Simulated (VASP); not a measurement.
Write the native input for VASP 6.6.1 that does the following.

```
Task                   : single point
Functional             : PBE
Potentials or basis    : VASP PAW PBE potentials, release 64 (Hf_pv, O)
Cutoff                 : 600 eV
k mesh                 : 4 × 4 × 4
Occupations            : fermi-dirac, width 0.0612256 eV
Spin                   : no spin polarisation
Dipole correction      : no
Further INCAR settings : ALGO = Normal; EDIFF = 1e-06; NBANDS = 18
```

The structure of HfO2 lies in POSCAR:

```
HfO2
1.0
    0.0000000000      2.5658326721      2.5658326721
    2.5658326721      0.0000000000      2.5658326721
    2.5658326721      2.5658326721      0.0000000000
Hf O
1 2
Direct
    0.0000000000      0.0000000000      0.0000000000
    0.2500000000      0.2500000000      0.2500000000
    0.7500000000      0.7500000000      0.7500000000
```

One way to write it, as run:

INCAR

```
  PREC = Accurate
  ENCUT = 600
  EDIFF = 1E-6
  ISMEAR = -1
  SIGMA = 0.06122561905347299
  LREAL = F
  LASPH = T
  NELM = 120
  ALGO = Normal
  ISIF = 2
  LWAVE = F
  LCHARG = T
  GGA = PE
  LELF = T
  LVHAR = T
  NBANDS = 18
  GGA_COMPAT = F
```

KPOINTS

```
Automatic mesh
0
Gamma
  4 4 4
```

Potentials or basis: VASP PAW PBE potentials, release 64 (Hf_pv, O).

Run with:

```console
$ cat potpaw_PBE.64/Hf_pv/POTCAR potpaw_PBE.64/O/POTCAR > POTCAR
$ mpirun -np 1 vasp_std > vasp.out
```

It gave:

```yaml
Pressure: -8.4 GPa
Band_gap_on_the_k_mesh: 3.70 eV, direct
```

Caveat: the k points lie up to 0.53 Å⁻¹ apart; spin-orbit coupling is left out, which moves the levels of the heavy elements.

It took 8 s on 1 thread of Intel(R) Xeon(R) Platinum 8488C (Sapphire Rapids), with other jobs on the host, peak memory 0.16 GiB.
